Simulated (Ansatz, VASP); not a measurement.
**Two plane-wave programs on Sn**

```
CELL_PARAMETERS angstrom
3.36846 3.36846 0.00000
-3.36846 3.36846 0.00000
0.00000 0.00000 6.73692
ATOMIC_POSITIONS crystal
Sn 0.00000 0.00000 0.50000
Sn 0.00000 0.50000 0.25000
Sn 0.50000 0.50000 0.00000
Sn 0.50000 0.00000 0.75000
```

Change from the starting cell: equal strain along all axes, cell held, atoms relaxed: +3.0 %.

Alike in both runs: task single point; functional PBEsol; k mesh 12 × 12 × 8; occupations gaussian, width 0.1 eV; no spin polarisation.

|  | VASP | Ansatz |
| --- | --- | --- |
| version | VASP 6.6.1 | Ansatz 0.2.0 |
| potentials or method | VASP PAW PBE potentials, release 64 (Sn_d), cutoff 520 eV | scalar-relativistic, plane waves, PAW |
| valence electrons in the cell | 56 | 56 |

|  | VASP | Ansatz | Ansatz less VASP |
| --- | --- | --- | --- |
| gap on the k mesh at the Fermi level (eV) | none | none | - |
| pressure (GPa) | -3.1 | -3.0 | +0.10 |

VASP's potentials were made for PBE, not for PBEsol. A gap of «none» marks a metal or a gap that the smearing closes. The functional is the same, so the differences come from potentials, cutoffs and numerics.
